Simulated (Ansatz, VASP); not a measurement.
One calculation of Ta, two programs

Contents of INCAR:

```
ALGO     = Fast           # electronic algorithm
EDIFF    = 1E-7           # SCF threshold, eV
ENCUT    = 520            # plane-wave cutoff, eV
GGA      = PE             # functional
ISIF     = 2              # what is computed and relaxed
ISMEAR   = 0              # smearing method
LASPH    = T              # aspherical terms in the spheres
LCHARG   = F              # write CHGCAR
LREAL    = F              # projectors in reciprocal space
LWAVE    = F              # write WAVECAR
NBANDS   = 54             # bands
NELM     = 60             # most SCF steps
PREC     = Accurate       # precision mode
SIGMA    = 0.15           # smearing width, eV
```

Contents of KPOINTS:

```
k-points
0
Gamma
  10 10 10
```

The input POSCAR:

```
Ta
1.0
   -3.3025600000     -3.3025600000      3.3025600000
   -3.3025600000      3.3025600000     -3.3025600000
    3.3025600000     -3.3025600000     -3.3025600000
Ta
8
Direct
    0.5000000000      0.4489032750      0.4489032750
    0.0000000000      0.5000000000      0.5000000000
    0.5000000000      0.0000000000      0.5000000000
    0.0000000000      0.0000000000      0.5000000000
    0.5000000000      0.5000000000      0.0000000000
    0.0000000000      0.5000000000      0.0000000000
    0.5000000000      0.0000000000      0.0000000000
    0.0000000000      0.0000000000      0.0000000000
```

Input for Ansatz:

```yaml
crystal:
  lattice:
    - [-3.30256, -3.30256, 3.30256]
    - [-3.30256, 3.30256, -3.30256]
    - [3.30256, -3.30256, -3.30256]
  atoms:
    - { symbol: Ta, position: [0.5, 0.448903275, 0.448903275] }
    - { symbol: Ta, position: [0.0, 0.5, 0.5] }
    - { symbol: Ta, position: [0.5, 0.0, 0.5] }
    - { symbol: Ta, position: [0.0, 0.0, 0.5] }
    - { symbol: Ta, position: [0.5, 0.5, 0.0] }
    - { symbol: Ta, position: [0.0, 0.5, 0.0] }
    - { symbol: Ta, position: [0.5, 0.0, 0.0] }
    - { symbol: Ta, position: [0.0, 0.0, 0.0] }
basis:
  ecutwfc: 420
kpoints:
  mp_grid: { grid: [10, 10, 10] }
hamiltonian:
  xc: pbe
scf:
  occupations: { method: gaussian, width: 0.15 }
output:
  forces: true
  stress: true
  eigenvalues: true
```

Alike in both runs: task single point; functional PBE; k mesh 10 × 10 × 10; occupations gaussian, width 0.15 eV; no spin polarisation.

|  | VASP | Ansatz |
| --- | --- | --- |
| version | VASP 6.6.1 | Ansatz 0.2.0 |
| potentials or method | VASP PAW PBE potentials, release 64 (Ta_pv), cutoff 520 eV | scalar-relativistic, plane waves, PAW |
| valence electrons in the cell | 88 | 104 |

VASP gave:

- gap on the k mesh at the Fermi level (eV): none
- pressure (GPa): 5.3
- traceless stress, the component that is largest in VASP (GPa): -0.57
- rms of the force components (eV/Å): 0.807

Task: Estimate Ansatz's values.

Result: gap on the k mesh at the Fermi level (eV): none; pressure (GPa): 5.1; traceless stress, the component that is largest in VASP (GPa): -0.57; rms of the force components (eV/Å): 0.806.

Atom by atom the forces differ by 0.002 eV/Å (rms over components). A gap of «none» marks a metal or a gap that the smearing closes. The functional is the same, so the differences come from potentials, cutoffs and numerics. VASP's potentials hold 88 valence electrons a cell and Ansatz's 104, so a difference there can come from the potentials and not from the codes.

Spin-orbit coupling is off throughout.
